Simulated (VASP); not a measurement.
InP: single point with PBE

InP:

```
In P
1.0
     0.00000    3.03762    3.03762
     3.03762    0.00000    3.03762
     3.03762    3.03762    0.00000
In P
1 1
Cartesian
  0.0000 0.0000 0.0000
  1.5188 1.5188 1.5188
```

This cell differs from its parent crystal: volume changed by +6%.

```
Program                : VASP 6.6.1
Task                   : single point
Functional             : PBE
Potentials or basis    : VASP PAW PBE potentials, release 64 (In_d, P)
Cutoff                 : 520 eV
k mesh                 : 6 × 6 × 6
Occupations            : gaussian, width 0.01 eV
Spin                   : no spin polarisation
Dipole correction      : no
Further INCAR settings : ALGO = Normal; EDIFF = 1e-06; NBANDS = 16
```

```
Pressure               : -3.1 GPa
Band gap on the k mesh : 0.12 eV, direct
```

Levels at points of the mesh, in eV from the valence-band top:
```
           k point  band 5  band 6  band 7  band 8  band 9  band 10  band 11  band 12  band 13  band 14
(0.00, 0.00, 0.00)  -13.92  -10.84    0.00    0.00    0.00     0.12     4.07     4.07     4.07     8.09
(0.50, 0.00, 0.00)  -13.91   -9.44   -5.21   -0.83   -0.83     1.24     4.77     4.77     6.83     9.02
(0.50, 0.50, 0.00)  -13.90   -8.90   -5.32   -1.98   -1.98     1.93     2.24     8.58     8.87     8.87
```

Run time: 7.3 s on 1 thread of AMD EPYC 9R45 96-Core Processor (Zen 5), with other jobs on the host, peak memory 0.15 GiB.

Caveat: spin-orbit coupling is left out, which moves the levels of the heavy elements.
